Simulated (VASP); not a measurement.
**MoS: single point with PBE+U**

The system is MoS.

```
CELL_PARAMETERS angstrom
0.00000 2.89402 2.89402
2.89402 0.00000 2.89402
2.89402 2.89402 0.00000
ATOMIC_POSITIONS crystal
Mo 0.00000 0.00000 0.00000
S 0.25000 0.25000 0.25000
```

```yaml
Program: VASP 6.6.1
Task: single point
Functional: PBE
Potentials_or_basis: VASP PAW PBE potentials, release 64 (Mo_sv, S)
Cutoff: 520 eV
k_mesh: 12 × 12 × 12
Occupations: gaussian, width 0.1 eV
Spin: collinear spin, ferromagnetic start
Starting_moments: "[2.0, 0.0] μB"
Hubbard_terms: Mo d U = 4.38 eV
```

* Pressure: 4.8 GPa
* Band gap on the k mesh: zero (filled and empty bands overlap)
* Net moment: 4.00 μB per cell
* Site moments: Mo +3.51; S -0.16 μB
* Valence electrons inside the program's atomic spheres: Mo 12.25; S 3.74

Levels at points of the mesh, in eV from the Fermi level:
Spin up:
```tsv
k point	band 9	band 10	band 11	band 12	band 13	band 14	band 15	band 16
(0.00, 0.00, 0.00)	-3.08	-3.08	-0.12	1.84	1.84	1.84	6.24	6.24
(0.50, 0.00, 0.00)	-2.71	-2.71	-2.02	0.28	0.28	2.60	5.95	7.11
(0.50, 0.50, 0.00)	-2.93	-2.52	-2.13	-1.18	-1.18	3.92	5.58	7.79
```
Spin down:
| k point | band 6 | band 7 | band 8 | band 9 | band 10 | band 11 |
| --- | --- | --- | --- | --- | --- | --- |
| (0.00, 0.00, 0.00) | -4.23 | -4.23 | -4.23 | 1.12 | 2.23 | 2.23 |
| (0.50, 0.00, 0.00) | -5.37 | -4.05 | -4.05 | 1.97 | 2.49 | 2.49 |
| (0.50, 0.50, 0.00) | -5.51 | -3.92 | -3.92 | 0.25 | 1.84 | 3.03 |

Eigenvalues of the final occupation matrices:
```
    site  spin  trace               eigenvalues
site 1 d     1   3.70  0.69 0.69 0.69 0.82 0.82
site 1 d     2   0.27  0.02 0.02 0.08 0.08 0.08
```

It took 71 s on 1 thread of Intel(R) Xeon(R) 6975P-C (Granite Rapids) (shared host), peak memory 0.26 GiB.

The state reached can hang on the start; a lower one may exist.
